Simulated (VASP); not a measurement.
Runs of VASP 6.6.1 on Ga. The structure is that of space group Pm-3m (No. 221), or close to it. The cells are those of the table. 

```csv
task,level,cell,k mesh,cutoff (eV),gap on the mesh (eV),pressure (GPa)
relaxation of cell and atoms,PBEsol,"relaxed from a = 2.738 Å, 1 atom",15 × 15 × 15,600,none,0.0
single point,PBEsol,"a = 2.550 Å, 1 atom","15 × 15 × 15, shifted",520,none,10.1
single point,PBEsol,"a = 2.008 Å, 1 atom",15 × 15 × 15,520,none,(a)
single point,PBEsol,"a = 2.340 Å, 1 atom",15 × 15 × 15,520,none,56.8
single point,PBEsol,"a = 2.661 Å, 1 atom",15 × 15 × 15,520,none,0.0
single point,PBEsol,"a = 2.112 Å, 1 atom",15 × 15 × 15,520,none,212.2
single point,revPBE,"a = 2.550 Å, 1 atom",15 × 15 × 15,520,none,(b)
single point,PBEsol,"a = 2.550 Å, 1 atom",15 × 15 × 15,520,none,9.9
```

Alike in all rows: potentials or basis VASP PAW PBE potentials, release 64 (Ga_d); no spin polarisation; smearing fermi-dirac 0.1 eV.

Task: Fill in the values left out.

Result: (a) 371.8; (b) 16.4.

Caveats: the PAW data sets were made with another functional, which shifts forces and pressure a little.

A k mesh can miss the band edges, and the runs leave out spin-orbit coupling on Ga.

A gap of «none» marks levels without a gap at the run's occupations.
